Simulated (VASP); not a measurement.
# Mg (Fm-3m) in VASP: a series of runs

The runs below take Mg through relaxation of cell and atoms, single point, with PBEsol.

Program: VASP 6.6.1. These are calculated values, not measurements. Logs are shortened: lines on timing, memory, paths and dates and some standing lists are left out, and cuts for length are marked.

**1. The cell of the first run**

The structure is cubic, space group Fm-3m (No. 225). Conventional cell: a = 3.726 Å, b = 3.726 Å, c = 3.726 Å, α = 90.00°, β = 90.00°, γ = 90.00°. Within 3.5 Å of Mg (site symmetry m-3m) lie 12 Mg at 2.63 Å.

This isn't the form of Mg at room conditions, which is hcp.

**2. Relaxation of cell and atoms, PBEsol**

INCAR

```
SYSTEM = Mg
  PREC = Accurate
  ENCUT = 600
  EDIFF = 1E-7
  ISMEAR = 0
  SIGMA = 0.1
  LREAL = .False.
  LASPH = .True.
  NELM = 100
  ALGO = Normal
  ISIF = 3
  LWAVE = .False.
  LCHARG = .False.
  GGA = PS
  IBRION = 2
  NSW = 80
  EDIFFG = -0.05
```

KPOINTS

```
regular mesh
0
Gamma
  10 10 10
  0 0 0
```

POSCAR

```
Mg
1.0
    0.0000000000      1.8629570272      1.8629570272
    1.8629570272      0.0000000000      1.8629570272
    1.8629570272      1.8629570272      0.0000000000
Mg
1
Direct
    0.0000000000      0.0000000000      0.0000000000
```

Potentials or basis: VASP PAW PBE potentials, release 64 (Mg).

On the command line:

```sh
$ cat potpaw_PBE.64/Mg/POTCAR > POTCAR
$ mpirun -np 1 vasp_std > vasp.out
```

OUTCAR:

```text
SYSTEM = Mg
   PREC = Accurate
   ENCUT = 600
   EDIFF = 1E-7
   ISMEAR = 0
   LREAL = .False.
   LASPH = .True.
   NELM = 100
   ISIF = 3
   GGA = PS
   IBRION = 2
   NSW = 80
   EDIFFG = -0.05

 ion  position               nearest neighbor table
   1  0.000  0.000  0.000-

  LATTYP: Found a face centered cubic cell.
 ALAT       =     3.7259140544

  Lattice vectors:

 A1 = (   0.0000000000,   1.8629570272,   1.8629570272)
 A2 = (   1.8629570272,   0.0000000000,   1.8629570272)
 A3 = (   1.8629570272,   1.8629570272,   0.0000000000)

Analysis of symmetry for initial positions (statically):
=====================================================================
 Subroutine PRICEL returns:
 Original cell was already a primitive cell.

 Routine SETGRP: Setting up the symmetry group for a
 face centered cubic supercell.

 Subroutine GETGRP returns: Found 48 space group operations
 (whereof 48 operations were pure point group operations)
 out of a pool of 48 trial point group operations.

The static configuration has the point symmetry O_h .

Analysis of symmetry for dynamics (positions and initial velocities):
=====================================================================
 Subroutine PRICEL returns:
 Original cell was already a primitive cell.

 Routine SETGRP: Setting up the symmetry group for a
 face centered cubic supercell.

 Subroutine GETGRP returns: Found 48 space group operations
 (whereof 48 operations were pure point group operations)
 out of a pool of 48 trial point group operations.

The dynamic configuration has the point symmetry O_h .

 Subroutine INISYM returns: Found 48 space group operations
 (whereof 48 operations are pure point group operations),
 and found     1 'primitive' translations

----------------------------------------------------------------------------------------

                                     Primitive cell

  volume of cell :      12.9312

  direct lattice vectors                    reciprocal lattice vectors
     0.000000000  1.862957027  1.862957027    -0.268390517  0.268390517  0.268390517
     1.862957027  0.000000000  1.862957027     0.268390517 -0.268390517  0.268390517
     1.862957027  1.862957027  0.000000000     0.268390517  0.268390517 -0.268390517

  length of vectors
     2.634619094  2.634619094  2.634619094     0.464866012  0.464866012  0.464866012

  position of ions in fractional coordinates (direct lattice)
     0.000000000  0.000000000  0.000000000

  ion indices of the primitive-cell ions
   primitive index   ion index
                 1           1

----------------------------------------------------------------------------------------

 KPOINTS: regular mesh

Automatic generation of k-mesh.
 Grid dimensions read from file:
 generate k-points for:   10   10   10

 Generating k-lattice:

  Cartesian coordinates                     Fractional coordinates (reciprocal lattice)
    -0.026839052  0.026839052  0.026839052     0.100000000  0.000000000  0.000000000
     0.026839052 -0.026839052  0.026839052     0.000000000  0.100000000  0.000000000
     0.026839052  0.026839052 -0.026839052     0.000000000  0.000000000  0.100000000

  Length of vectors
     0.046486601  0.046486601  0.046486601

  Shift w.r.t. Gamma in fractional coordinates (k-lattice)
     0.000000000  0.000000000  0.000000000

 Subroutine IBZKPT returns following result:
 ===========================================

 Found     47 irreducible k-points:

 Following reciprocal coordinates:
            Coordinates               Weight
  0.000000  0.000000  0.000000      1.000000
  0.100000  0.000000  0.000000      8.000000
  0.200000  0.000000  0.000000      8.000000
  0.300000  0.000000  0.000000      8.000000
  0.400000  0.000000  0.000000      8.000000
  0.500000  0.000000  0.000000      4.000000
[... 16 lines left out ...]
  0.300000  0.300000  0.000000      6.000000
  0.400000  0.300000  0.000000     24.000000
 [... further k-points ...]
   k-points           NKPTS =     47   k-points in BZ     NKDIM =     47   number of bands    NBANDS=      5
   number of dos      NEDOS =    301   number of ions     NIONS =      1
   total plane-waves  NPLWV =  13824
   dimension x,y,z NGX =    24 NGY =   24 NGZ =   24
   dimension x,y,z NGXF=    48 NGYF=   48 NGZF=   48
   ions per type =               1
   NGX,Y,Z   is equivalent  to a cutoff of  15.14, 15.14, 15.14 a.u.
   NGXF,Y,Z  is equivalent  to a cutoff of  30.29, 30.29, 30.29 a.u.
 SYSTEM =  Mg
   PREC   = accura    normal or accurate (medium, high low for compatibility)
   ISTART =      0    job   : 0-new  1-cont  2-samecut
   ICHARG =      2    charge: 1-file 2-atom 10-const
   ISPIN  =      1    spin polarized calculation?
   LNONCOLLINEAR =      F non collinear calculations
   LSORBIT =      F    spin-orbit coupling
   LASPH  =      T    aspherical Exc in radial PAW
   ENCUT  =  600.0 eV  44.10 Ry    6.64 a.u.   5.26  5.26  5.26*2*pi/ulx,y,z
   NELM   =    100;   NELMIN=  2; NELMDL= -5     # of ELM steps
   EDIFF  = 0.1E-06   stopping-criterion for ELM
   LREAL  =      F    real-space projection
   EDIFFG = -.5E-01   stopping-criterion for IOM
   NSW    =     80    number of steps for IOM
   IBRION =      2    ionic relax: 0-MD 1-quasi-New 2-CG
   NFREE  =      1    steps in history (QN), initial steepest desc. (CG)
   ISIF   =      3    stress and relaxation
   ISYM   =      2    0-nonsym 1-usesym 2-fastsym
   POTIM  = 0.5000    time-step for ionic-motion
   TEBEG  =    0.0;   TEEND  =   0.0 temperature during run
   PSTRESS=    0.0 pullay stress
   NELECT =       2.0000    total number of electrons
   NUPDOWN=      -1.0000    fix difference up-down
   EMIN   =  10.00;   EMAX   =-10.00  energy-range for DOS
   EFERMI =   0.00;   METHOD = LEGACY
   ISMEAR =     0;   SIGMA  =   0.10  broadening in eV -4-tet -1-fermi 0-gaus
   EFERMI_NEDOS =   21; number of points for ismear=-14 and -15
   IALGO  =     38    algorithm
   IMIX   =      4    mixing-type and parameters
     AMIX     =   0.40;   BMIX     =  1.00
     AMIX_MAG =   1.60;   BMIX_MAG =  1.00
  volume/ion in A,a.u.               =      12.93        87.26
  Fermi-wavevector in a.u.,A,eV,Ry     =   0.878763  1.660622 10.506762  0.772225
  Thomas-Fermi vector in A             =   1.998895
   LORBIT       =      0    0 simple, 1 ext, 2 COOP (PROOUT), +10 PAW based schemes
   GGA     = PS    functional components
   LHFCALC =     F    Hartree Fock is set to
   AEXX    =    0.0000 exact exchange contribution
   IVDW    =     0    specifies the selected vdW correction
   LEPSILON=     F    determine dielectric tensor
   LRPA    =     F    only Hartree local field effects (RPA)
 conjugate gradient relaxation of ions
 non-spin polarized calculation
 Gauss-broadening in eV      SIGMA  =   0.10
  energy-cutoff  :      600.00
  volume of cell :       12.93
 maximum number of plane-waves:       444
 NGX is ok and might be reduce to    24
   NGX = 11   NGY = 11   NGZ = 11

--------------------------------------- Ionic step        1  -------------------------------------------

 number of electron       2.0000000 magnetization

 Free energy of the ion-electron system (eV)
  ---------------------------------------------------
  ext. energy  EPLUGINS =         0.00000000
  ---------------------------------------------------
  free energy    TOTEN  =        -0.53195062 eV

  energy without entropy =       -0.53040220  energy(sigma->0) =       -0.53117641

 E-fermi :   6.5140     XC(G=0): -10.5590

 val. band max:        6.3405856727   @ k =  -0.3000   0.4000   0.1000
 cond. band min:       6.5265977108   @ k =  -0.4000   0.5000   0.1000
 fundamental gap:      0.1860120380
 Fermi energy:         6.5140125576

 k-point     1 :       0.0000    0.0000    0.0000
  band No.  band energies     occupation
      1      -3.3526      2.00000
      2      22.7659      0.00000
      3      22.7659      0.00000
      4      22.7659      0.00000
      5      26.0236      0.00000

 k-point     2 :       0.1000    0.0000    0.0000
  band No.  band energies     occupation
      1      -3.0245      2.00000
      2      19.5630      0.00000
      3      22.5650      0.00000
      4      22.5650      0.00000
      5      26.7553      0.00000

 k-point     3 :       0.2000    0.0000    0.0000
  band No.  band energies     occupation
      1      -2.0522      2.00000
      2      15.2696      0.00000
      3      22.1074      0.00000
      4      22.1074      0.00000
      5      25.7043      0.00000
[... 260 lines left out ...]
 POSITION                                       TOTAL-FORCE (eV/Angst)
 -----------------------------------------------------------------------------------
      0.00000      0.00000      0.00000        -0.000000      0.000000      0.000000
 -----------------------------------------------------------------------------------
    total drift:                               -0.000000      0.000000      0.000000

  FREE ENERGIE OF THE ION-ELECTRON SYSTEM (eV)
  ---------------------------------------------------
  free  energy   TOTEN  =        -1.7102016090 eV

  energy  without entropy=       -1.7078113727  energy(sigma->0) =       -1.70900649

--------------------------------------- Ionic step        4  -------------------------------------------

 number of electron       2.0000000 magnetization

 Free energy of the ion-electron system (eV)
  ---------------------------------------------------
  ext. energy  EPLUGINS =         0.00000000
  ---------------------------------------------------
  free energy    TOTEN  =        -1.71223058 eV

  energy without entropy =       -1.70989574  energy(sigma->0) =       -1.71106316

 E-fermi :   2.7155     XC(G=0):  -8.5700

 val. band max:        2.6834714949   @ k =  -0.4000   0.5000   0.1000
 cond. band min:       2.8037699302   @ k =  -0.3000   0.4000   0.1000
 fundamental gap:      0.1202984353
 Fermi energy:         2.7155240199

 k-point     1 :       0.0000    0.0000    0.0000
  band No.  band energies     occupation
      1      -4.3278      2.00000
      2      15.0547      0.00000
      3      15.0547      0.00000
      4      15.0547      0.00000
      5      17.4190      0.00000

 k-point     2 :       0.1000    0.0000    0.0000
  band No.  band energies     occupation
      1      -4.1039      2.00000
      2      12.4324      0.00000
      3      14.6281      0.00000
      4      14.6281      0.00000
      5      16.9249      0.00000

 k-point     3 :       0.2000    0.0000    0.0000
  band No.  band energies     occupation
      1      -3.4354      2.00000
      2       9.1636      0.00000
      3      14.0775      0.00000
      4      14.0775      0.00000
      5      16.4454      0.00000
[... 190 lines left out ...]
 POSITION                                       TOTAL-FORCE (eV/Angst)
 -----------------------------------------------------------------------------------
      0.00000      0.00000      0.00000         0.000000      0.000000      0.000000
 -----------------------------------------------------------------------------------
    total drift:                               -0.000000      0.000000      0.000000

  FREE ENERGIE OF THE ION-ELECTRON SYSTEM (eV)
  ---------------------------------------------------
  free  energy   TOTEN  =        -1.7122305825 eV

  energy  without entropy=       -1.7098957414  energy(sigma->0) =       -1.71106316

 reached required accuracy - stopping structural energy minimisation
```

Run time: 13 s. Hardware: 1 thread of Intel Xeon Platinum 8559C (Emerald Rapids), shared host; peak memory 0.13 GiB.

What came out:

- Free energy: -1.7122 eV
- Relaxed volume: 22.70 Å³/atom
- Relaxed cell: a = 3.178 Å, b = 3.178 Å, c = 3.178 Å, α = 60.00°, β = 60.00°, γ = 60.00°
- Space group after relaxing (to 0.1 Å): Fm-3m (No. 225)
- Energy gained by relaxing: 1180.3 meV/atom
- Ionic steps: 4
- Pressure after relaxing: -0.1 GPa
- Band gap on the k mesh: zero (bands 1 and 2 overlap by 2.13 eV)

Step by step:
```csv
step,energy change (eV),largest force (eV/Å),pressure (GPa),volume (Å³)
1,0.0000,0.0000,61.53,12.93
2,-1.1624,0.0000,-2.68,24.63
3,-1.1783,0.0000,1.09,22.02
4,-1.1803,0.0000,-0.10,22.70
```

Final structure:
```xyz
1
Lattice="0.0000 2.2473 2.2473 2.2473 0.0000 2.2473 2.2473 2.2473 0.0000" Properties=species:S:1:pos:R:3 pbc="T T T"
Mg    0.0000    0.0000    0.0000
```

Caveat: the volume moved by over 15 % at a fixed basis, so the end points are rough; the PAW data sets were made with another functional, which shifts forces and pressure a little.

**3. Single point, PBEsol**

This run uses another cell than the first one, of 22.68 Å³/atom.

INCAR

```
ALGO = Normal ; EDIFF = 1E-6
ENCUT = 520 ; GGA = PS
ISIF = 2 ; ISMEAR = 0
LASPH = T ; LCHARG = F
LREAL = F ; LWAVE = F
NBANDS = 7 ; NELM = 80
PREC = Accurate ; SIGMA = 0.1
```

KPOINTS

```
k-points
0
Gamma
  16 16 16
```

POSCAR

```
Mg
1.0
    0.0000000000      2.2466667725      2.2466667725
    2.2466667725      0.0000000000      2.2466667725
    2.2466667725      2.2466667725      0.0000000000
Mg
1
Direct
    0.0000000000      0.0000000000      0.0000000000
```

Potentials or basis: VASP PAW PBE potentials, release 64 (Mg).

On the command line:

```sh
$ cat potpaw_PBE.64/Mg/POTCAR > POTCAR
$ mpirun -np 1 vasp_std > vasp.out
```

Run time: 8.4 s. Hardware: 1 thread of Intel Xeon Platinum 8559C (Emerald Rapids), shared host; peak memory 0.15 GiB.

Results (log left out):

- Free energy: -1.7098 eV
- Pressure: 0.0 GPa
- Band gap on the k mesh: zero (bands 1 and 2 overlap by 2.73 eV)

Levels at points of the mesh, in eV from the Fermi level:
```
           k point  band 1  band 2  band 3  band 4  band 5
(0.00, 0.00, 0.00)   -6.96   12.43   12.43   12.43   14.43
(0.50, 0.00, 0.00)   -1.71   -1.27   11.33   11.33   12.21
(0.50, 0.50, 0.00)   -0.21    0.82    6.13    7.01    7.01
```

Caveat: the PAW data sets were made with another functional, which shifts forces and pressure a little.

The gap in the log of VASP goes by the Fermi energy; the results here count the filled bands.